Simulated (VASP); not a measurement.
# C41O in VASP: single point with PBE+D3(BJ)

Aim: the single point of C41O with PBE+D3(BJ).

All numbers are computed with VASP 6.6.1; they aren't measurements. Logs are shortened: lines on timing, memory, paths and dates and some standing lists are left out, and cuts for length are marked.

### 1 The cell of the first run

The cell holds a slab with vacuum, 42 atoms: a = 7.295 Å, b = 8.539 Å, c = 23.581 Å, α = 90.00°, β = 90.00°, γ = 112.97°.

### 2 Single point, PBE+D3(BJ)

Contents of INCAR:

```
SYSTEM = C41O
ALGO = Normal
DIPOL = 0.5 0.5 0.287
EDIFF = 1E-6
ENCUT = 520
GGA = PE
IDIPOL = 3
ISIF = 2
ISMEAR = 0
IVDW = 12
LASPH = .TRUE.
LCHARG = .TRUE.
LDIPOL = .TRUE.
LELF = .TRUE.
LREAL = Auto
LUSENCCL = .FALSE.
LVACPOTAV = .TRUE.
LVHAR = .TRUE.
LWAVE = .FALSE.
NBANDS = 112
NELM = 100
PREC = Accurate
SIGMA = 0.05
```

Contents of KPOINTS:

```
k-points
0
G
  4 4 1
  0 0 0
```

Contents of POSCAR:

```
C41O
1.0
    7.2946484380      0.0000000000      0.0000000000
   -3.3317658956      7.8620301879      0.0000000000
    0.0000000000      0.0000000000     23.5809581711
C O
41 1
Direct
    0.2500899670      0.1666966556      0.1696283913
    0.2500899670      0.6666966556      0.1696283913
    0.7500899670      0.1666966556      0.1696283913
    0.7500899670      0.6666966556      0.1696283913
    0.2499100331      0.3333033444      0.1696283913
    0.2499100331      0.8333033444      0.1696283913
    0.7499100330      0.3333033444      0.1696283913
    0.7499100331      0.8333033444      0.1696283913
    0.2500899670      0.4166966557      0.2218942371
    0.2500899670      0.9166966557      0.2218942371
    0.7500899670      0.4166966557      0.2218942371
    0.7500899670      0.9166966557      0.2218942371
    0.2499100331      0.0833033444      0.2218942371
    0.2499100331      0.5833033444      0.2218942371
    0.7499100331      0.0833033444      0.2218942371
    0.7499100331      0.5833033444      0.2218942371
    0.2500106166      0.1676584830      0.2741412246
    0.2500106166      0.6676584830      0.2741412246
    0.7500106166      0.1676584830      0.2741412246
    0.7500106166      0.6676584830      0.2741412246
    0.2499893834      0.3323415170      0.2741412246
    0.2499893834      0.8323415170      0.2741412246
    0.7499893834      0.3323415170      0.2741412246
    0.7499893834      0.8323415170      0.2741412246
    0.2500643137      0.4183240206      0.3266192408
    0.2500643137      0.9183240206      0.3266192408
    0.7500643137      0.4183240206      0.3266192408
    0.7500643137      0.9183240206      0.3266192408
    0.2499356863      0.0816759794      0.3266192408
    0.2499356863      0.5816759794      0.3266192408
    0.7499356863      0.0816759794      0.3266192408
    0.7499356863      0.5816759794      0.3266192408
    0.2498811848      0.1772167637      0.3744953071
    0.2498811848      0.6772167637      0.3744953071
    0.7498811848      0.1772167637      0.3744953071
    0.7498811848      0.6772167637      0.3744953071
    0.2501188152      0.3227832363      0.3744953071
    0.2501188152      0.8227832363      0.3744953071
    0.7501188152      0.3227832363      0.3744953071
    0.7501188152      0.8227832363      0.3744953071
    0.2498811848      0.1772167637      0.5759290217
    0.2498811848      0.1772167637      0.5271608592
```

Potentials or basis: VASP PAW PBE potentials, release 64 (C, O).

Command:

```bash
> cat potpaw_PBE.64/C/POTCAR potpaw_PBE.64/O/POTCAR > POTCAR
> mpirun -np 1 vasp_std > vasp.out
```

OUTCAR:

```text
SYSTEM = C41O
   EDIFF = 1E-6
   ENCUT = 520
   GGA = PE
   ISIF = 2
   ISMEAR = 0
   IVDW = 12
   LASPH = .TRUE.
   LREAL = Auto
   NELM = 100
   PREC = Accurate
 IVDW          = 12

 ion  position               nearest neighbor table
   1  0.250  0.167  0.170-  13 1.42   5 1.42
   2  0.250  0.667  0.170-  14 1.42   6 1.42
   3  0.750  0.167  0.170-  15 1.42   7 1.42
   4  0.750  0.667  0.170-  16 1.42   8 1.42
   5  0.250  0.333  0.170-   9 1.42   1 1.42
   6  0.250  0.833  0.170-  10 1.42   2 1.42
   7  0.750  0.333  0.170-  11 1.42   3 1.42
   8  0.750  0.833  0.170-  12 1.42   4 1.42
   9  0.250  0.417  0.222-   5 1.42  14 1.42  21 1.43
  10  0.250  0.917  0.222-   6 1.42  13 1.42  22 1.43
  11  0.750  0.417  0.222-   7 1.42  16 1.42  23 1.43
  12  0.750  0.917  0.222-   8 1.42  15 1.42  24 1.43
  13  0.250  0.083  0.222-   1 1.42  10 1.42  17 1.43
  14  0.250  0.583  0.222-   2 1.42   9 1.42  18 1.43
[... 16 lines left out ...]
  31  0.750  0.082  0.327-  35 1.39  28 1.40  19 1.44
  32  0.750  0.582  0.327-  36 1.39  27 1.40  20 1.44
  33  0.250  0.177  0.374-  37 1.24  29 1.39
  34  0.250  0.677  0.374-  38 1.24  30 1.39
  35  0.750  0.177  0.374-  39 1.24  31 1.39
  36  0.750  0.677  0.374-  40 1.24  32 1.39
  37  0.250  0.323  0.374-  33 1.24  25 1.39
  38  0.250  0.823  0.374-  34 1.24  26 1.39
  39  0.750  0.323  0.374-  35 1.24  27 1.39
  40  0.750  0.823  0.374-  36 1.24  28 1.39
  41  0.250  0.177  0.576-  42 1.15
  42  0.250  0.177  0.527-  41 1.15

  LATTYP: Found a simple monoclinic cell.
 ALAT       =     7.2946484380
 B/A-ratio  =     3.2326380595
 C/A-ratio  =     1.1705654015
 COS(beta)  =    -0.3901884672

  Lattice vectors:

 A1 = (   7.2946484380,   0.0000000000,   0.0000000000)
 A2 = (   0.0000000000,   0.0000000000, -23.5809581711)
 A3 = (  -3.3317658956,   7.8620301879,   0.0000000000)

Analysis of symmetry for initial positions (statically):
=====================================================================
 Subroutine PRICEL returns:
 Original cell was already a primitive cell.

 Routine SETGRP: Setting up the symmetry group for a
 simple monoclinic supercell.

 Subroutine GETGRP returns: Found  1 space group operations
 (whereof  1 operations were pure point group operations)
 out of a pool of  4 trial point group operations.

The static configuration has the point symmetry C_1 .

Analysis of symmetry for dynamics (positions and initial velocities):
=====================================================================
 Subroutine PRICEL returns:
 Original cell was already a primitive cell.

 Routine SETGRP: Setting up the symmetry group for a
 simple monoclinic supercell.

 Subroutine GETGRP returns: Found  1 space group operations
 (whereof  1 operations were pure point group operations)
 out of a pool of  4 trial point group operations.

The dynamic configuration has the point symmetry C_1 .

 Subroutine INISYM returns: Found  1 space group operations
 (whereof  1 operations are pure point group operations),
 and found     1 'primitive' translations

----------------------------------------------------------------------------------------

                                     Primitive cell

  volume of cell :    1352.3855

  direct lattice vectors                    reciprocal lattice vectors
     7.294648438  0.000000000  0.000000000     0.137086798  0.058094552 -0.000000000
    -3.331765896  7.862030188  0.000000000     0.000000000  0.127193610  0.000000000
     0.000000000  0.000000000 23.580958171     0.000000000 -0.000000000  0.042407098

  length of vectors
     7.294648438  8.538863078 23.580958171     0.148888439  0.127193610  0.042407098

  position of ions in fractional coordinates (direct lattice)
     0.250089967  0.166696656  0.169628391
     0.250089967  0.666696656  0.169628391
     0.750089967  0.166696656  0.169628391
     0.750089967  0.666696656  0.169628391
     0.249910033  0.333303344  0.169628391
     0.249910033  0.833303344  0.169628391
[... 34 lines left out ...]
     0.249881185  0.177216764  0.575929022
     0.249881185  0.177216764  0.527160859

  ion indices of the primitive-cell ions
   primitive index   ion index
                 1           1
                 2           2
                 3           3
                 4           4
                 5           5
                 6           6
[... 34 lines left out ...]
                41          41
                42          42

----------------------------------------------------------------------------------------

 KPOINTS: k-points

Automatic generation of k-mesh.
 Grid dimensions read from file:
 generate k-points for:    4    4    1

 Generating k-lattice:

  Cartesian coordinates                     Fractional coordinates (reciprocal lattice)
     0.034271700  0.014523638 -0.000000000     0.250000000  0.000000000  0.000000000
     0.000000000  0.031798402  0.000000000     0.000000000  0.250000000  0.000000000
     0.000000000 -0.000000000  0.042407098     0.000000000  0.000000000  1.000000000

  Length of vectors
     0.037222110  0.031798402  0.042407098

  Shift w.r.t. Gamma in fractional coordinates (k-lattice)
     0.000000000  0.000000000  0.000000000

 Subroutine IBZKPT returns following result:
 ===========================================

 Found     10 irreducible k-points:

 Following reciprocal coordinates:
            Coordinates               Weight
  0.000000  0.000000  0.000000      1.000000
  0.250000  0.000000  0.000000      2.000000
  0.500000  0.000000  0.000000      1.000000
  0.000000  0.250000  0.000000      2.000000
  0.250000  0.250000  0.000000      2.000000
  0.500000  0.250000  0.000000      2.000000
 -0.250000  0.250000  0.000000      2.000000
  0.000000  0.500000  0.000000      1.000000
  0.250000  0.500000  0.000000      2.000000
  0.500000  0.500000  0.000000      1.000000
   k-points           NKPTS =     10   k-points in BZ     NKDIM =     10   number of bands    NBANDS=    112
   number of dos      NEDOS =    301   number of ions     NIONS =     42
   total plane-waves  NPLWV = 622080
   dimension x,y,z NGX =    54 NGY =   64 NGZ =  180
   dimension x,y,z NGXF=   108 NGYF=  128 NGZF=  360
   ions per type =              41   1
   NGX,Y,Z   is equivalent  to a cutoff of  12.31, 12.46, 12.69 a.u.
   NGXF,Y,Z  is equivalent  to a cutoff of  24.61, 24.92, 25.38 a.u.
 SYSTEM =  C41O
   PREC   = accura    normal or accurate (medium, high low for compatibility)
   ISTART =      0    job   : 0-new  1-cont  2-samecut
   ICHARG =      2    charge: 1-file 2-atom 10-const
   ISPIN  =      1    spin polarized calculation?
   LNONCOLLINEAR =      F non collinear calculations
   LSORBIT =      F    spin-orbit coupling
   LASPH  =      T    aspherical Exc in radial PAW
   ENCUT  =  520.0 eV  38.22 Ry    6.18 a.u.  13.56 15.88 43.84*2*pi/ulx,y,z
   NELM   =    100;   NELMIN=  2; NELMDL= -5     # of ELM steps
   EDIFF  = 0.1E-05   stopping-criterion for ELM
   LREAL  =      T    real-space projection
   EDIFFG = 0.1E-04   stopping-criterion for IOM
   NSW    =      0    number of steps for IOM
   IBRION =     -1    ionic relax: 0-MD 1-quasi-New 2-CG
   NFREE  =      0    steps in history (QN), initial steepest desc. (CG)
   ISIF   =      2    stress and relaxation
   ISYM   =      2    0-nonsym 1-usesym 2-fastsym
   POTIM  = 0.5000    time-step for ionic-motion
   TEBEG  =    0.0;   TEEND  =   0.0 temperature during run
   PSTRESS=    0.0 pullay stress
   NELECT =     170.0000    total number of electrons
   NUPDOWN=      -1.0000    fix difference up-down
   EMIN   =  10.00;   EMAX   =-10.00  energy-range for DOS
   EFERMI =   0.00;   METHOD = LEGACY
   ISMEAR =     0;   SIGMA  =   0.05  broadening in eV -4-tet -1-fermi 0-gaus
   EFERMI_NEDOS =   21; number of points for ismear=-14 and -15
   IALGO  =     38    algorithm
   IMIX   =      4    mixing-type and parameters
     AMIX     =   0.40;   BMIX     =  1.00
     AMIX_MAG =   1.60;   BMIX_MAG =  1.00
  volume/ion in A,a.u.               =      32.20       217.29
  Fermi-wavevector in a.u.,A,eV,Ry     =   0.820083  1.549732  9.150402  0.672536
  Thomas-Fermi vector in A             =   1.931002
   LORBIT       =      0    0 simple, 1 ext, 2 COOP (PROOUT), +10 PAW based schemes
   GGA     = PE    functional components
   LHFCALC =     F    Hartree Fock is set to
   AEXX    =    0.0000 exact exchange contribution
   IVDW    =    12    specifies the selected vdW correction
   LEPSILON=     F    determine dielectric tensor
   LRPA    =     F    only Hartree local field effects (RPA)
 non-spin polarized calculation
 Gauss-broadening in eV      SIGMA  =   0.05
  energy-cutoff  :      520.00
  volume of cell :     1352.39
 maximum number of plane-waves:     36453
   NGX = 27   NGY = 31   NGZ = 87

 dipolmoment           0.000000      0.000000      0.121229 electrons x Angstroem

 number of electron     169.9999998 magnetization

 dipolmoment           0.000000      0.000000     -0.278250 electrons x Angstroem

 Free energy of the ion-electron system (eV)
  ---------------------------------------------------
  ext. energy  EPLUGINS =         0.00000000
  ---------------------------------------------------
  free energy    TOTEN  =      -344.85942943 eV

  energy without entropy =     -344.84340079  energy(sigma->0) =     -344.85141511

 E-fermi :  -3.2545     XC(G=0):  -3.7545

 val. band max:       -3.2583156850   @ k =   0.5000   0.2500   0.0000
 cond. band min:      -3.2488635050   @ k =  -0.2500   0.2500   0.0000
 fundamental gap:      0.0094521800
 Fermi energy:        -3.2544869550

 k-point     1 :       0.0000    0.0000    0.0000
  band No.  band energies     occupation
      1     -26.9033      2.00000
      2     -22.0201      2.00000
      3     -21.7404      2.00000
      4     -20.6468      2.00000
      5     -20.5221      2.00000
      6     -20.3860      2.00000
[... 89 lines left out ...]
     96      -1.1930      0.00000
     97      -1.0425      0.00000

 k-point     2 :       0.2500    0.0000    0.0000
  band No.  band energies     occupation
      1     -26.9033      2.00000
      2     -21.9812      2.00000
      3     -21.7836      2.00000
      4     -20.6478      2.00000
      5     -20.5608      2.00000
      6     -20.3464      2.00000
[... 889 lines left out ...]
     96      -0.3316      0.00000
     97      -0.3308      0.00000
 [bands above 97 left out]

------------------------ aborting loop because EDIFF is reached ----------------------------------------

 Edisp (eV)   -4.72391

 E8    (eV) :    -1.4060

  FORCE on cell =-STRESS in cart. coord.  units (eV):
  Direction    XX          YY          ZZ          XY          YZ          ZX
  --------------------------------------------------------------------------------------
  -------------------------------------------------------------------------------------
  Total       0.00535    -5.61231   -10.83499     2.36530    -0.00635    -0.00078
  in kB       0.00634    -6.64893   -12.83626     2.80219    -0.00753    -0.00093
  external pressure =       -6.49 kB  Pullay stress =        0.00 kB

 VOLUME and BASIS-vectors are now :
 -----------------------------------------------------------------------------
  energy-cutoff  :      520.00
  volume of cell :     1352.39
      direct lattice vectors                 reciprocal lattice vectors
     7.294648438  0.000000000  0.000000000     0.137086798  0.058094552 -0.000000000
    -3.331765896  7.862030188  0.000000000     0.000000000  0.127193610  0.000000000
     0.000000000  0.000000000 23.580958171     0.000000000 -0.000000000  0.042407098

 POSITION                                       TOTAL-FORCE (eV/Angst)
 -----------------------------------------------------------------------------------
      1.26892      1.31057      4.00000        -2.576695      6.079180      1.102669
     -0.39696      5.24159      4.00000        -2.575464      6.076392      1.103205
      4.91625      1.31057      4.00000        -2.575537      6.077024      1.103149
      3.25037      5.24159      4.00000        -2.575687      6.076639      1.103202
      0.71252      2.62044      4.00000         2.576755     -6.078983      1.102605
     -0.95337      6.55146      4.00000         2.575519     -6.076191      1.103267
[... 34 lines left out ...]
      1.23235      1.39328     13.58096        -0.003555     -0.000955     -0.748210
      1.23235      1.39328     12.43096         0.004280     -0.007203      0.738098
 -----------------------------------------------------------------------------------
    total drift:                               -0.001010     -0.004447     -0.083319

  FREE ENERGIE OF THE ION-ELECTRON SYSTEM (eV)
  ---------------------------------------------------
  free  energy   TOTEN  =      -349.5833412010 eV

  energy  without entropy=     -349.5673125575  energy(sigma->0) =     -349.57532688

 vacuum level on the upper side and lower side of the slab         2.377         3.256
```

Wall time 3.4 min (1 × NVIDIA H100 80GB with 1 thread of AMD EPYC 7R13 (Zen 3), shared host); peak memory 2.4 GiB.

What came out:

- Free energy: -349.5833 eV
- Largest force: 6.694 eV/Å
- Band gap on the k mesh: 0.01 eV (least direct gap 0.03 eV)
- Dispersion energy per atom: -0.112 eV

Forces in eV/Å, atoms in the order of the input:
```
C   -2.577  6.079  1.103
C   -2.575  6.076  1.103
C   -2.576  6.077  1.103
C   -2.576  6.077  1.103
C    2.577 -6.079  1.103
C    2.576 -6.076  1.103
C    2.576 -6.077  1.103
C    2.576 -6.076  1.103
C   -0.161  0.379 -1.156
C   -0.161  0.380 -1.157
C   -0.161  0.380 -1.156
C   -0.161  0.380 -1.157
C    0.161 -0.379 -1.156
C    0.161 -0.380 -1.157
C    0.161 -0.380 -1.156
C    0.161 -0.380 -1.157
C    0.002 -0.004  0.013
C    0.002 -0.004  0.016
C    0.002 -0.005  0.016
C    0.002 -0.005  0.016
C   -0.003  0.008  0.012
C   -0.002  0.004  0.016
C   -0.002  0.005  0.016
C   -0.002  0.005  0.016
C    0.008  0.007 -0.004
C    0.002  0.021 -0.007
C    0.002  0.019 -0.007
C    0.003  0.020 -0.008
C   -0.004 -0.015  0.005
C   -0.002 -0.020 -0.009
C   -0.002 -0.019 -0.007
C   -0.003 -0.020 -0.008
C    0.027 -0.059  0.028
C    0.032 -0.072  0.048
C    0.033 -0.076  0.048
C    0.034 -0.076  0.047
C   -0.030  0.069  0.052
C   -0.032  0.072  0.045
C   -0.034  0.076  0.048
C   -0.033  0.076  0.047
C   -0.004 -0.001 -0.748
O    0.004 -0.007  0.738
```

Levels at points of the mesh, in eV from the valence-band top:
| k point | band 82 | band 83 | band 84 | band 85 | band 86 | band 87 | band 88 | band 89 |
| --- | --- | --- | --- | --- | --- | --- | --- | --- |
| (0.00, 0.00, 0.00) | -0.87 | -0.80 | -0.20 | -0.02 | 0.04 | 0.58 | 0.64 | 0.74 |
| (0.50, 0.00, 0.00) | -0.91 | -0.91 | -0.14 | -0.13 | 0.24 | 0.25 | 0.83 | 0.84 |
| (0.00, 0.50, 0.00) | -1.03 | -1.03 | -1.02 | -1.02 | 0.58 | 0.58 | 0.61 | 0.61 |
| (0.50, 0.50, 0.00) | -1.11 | -1.11 | -0.76 | -0.76 | 0.48 | 0.48 | 0.70 | 0.70 |
